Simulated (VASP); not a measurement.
Set up this calculation in VASP 6.6.1, as the native input.

```yaml
Task: single point
Functional: PBEsol
Potentials_or_basis: VASP PAW PBE potentials, release 64 (Al, Cu)
Cutoff: 520 eV
k_mesh: 12 × 12 × 16
Occupations: gaussian, width 0.15 eV
Spin: no spin polarisation
Dipole_correction: no
Further_INCAR_settings: ALGO = Fast; EDIFF = 1e-06; NBANDS = 16
```

The structure of Al2Cu lies in POSCAR:

```
Al2Cu
1.0
    4.0841721965      0.0000000000      0.0000000000
    0.0000000000      4.0841721965      0.0000000000
    0.0000000000      0.0000000000      2.8036988300
Al Cu
2 1
Direct
    0.5000000000      0.0000000000      0.5000000000
    0.0000000000      0.5000000000      0.5000000000
    0.0000000000      0.0000000000      0.0000000000
```

This cell differs from its parent crystal: strain +0.000 along x and y, -0.015 along z.

These files were run (other wordings do the same):

INCAR

```
PREC     = Accurate       # precision mode
ENCUT    = 520            # plane-wave cutoff, eV
EDIFF    = 1E-6           # SCF threshold, eV
ISMEAR   = 0              # smearing method
SIGMA    = 0.15           # smearing width, eV
LREAL    = False          # projectors in reciprocal space
LASPH    = True           # aspherical terms in the spheres
NELM     = 100            # most SCF steps
ALGO     = Fast           # electronic algorithm
ISIF     = 2              # what is computed and relaxed
LWAVE    = False          # write WAVECAR
LCHARG   = True           # write CHGCAR
GGA      = PS             # functional
LELF     = True           # ELF
LVHAR    = True         
NBANDS   = 16             # bands
```

KPOINTS

```
regular mesh
0
Gamma
  12 12 16
```

Potentials or basis: VASP PAW PBE potentials, release 64 (Al, Cu).

The run is started by

```console
$ cat potpaw_PBE.64/Al/POTCAR potpaw_PBE.64/Cu/POTCAR > POTCAR
$ mpirun -np 1 vasp_std > vasp.out
```

Results of the run:

- Pressure: 1.6 GPa

Caveat: the cell differs from its parent crystal (strain +0.000 along x and y, -0.015 along z); the PAW data sets were made with another functional, which shifts forces and pressure a little.

It took 2.1 min on 1 thread of Intel(R) Xeon(R) Platinum 8375C CPU @ 2.90GHz (Ice Lake), on a shared host, peak memory 0.29 GiB.
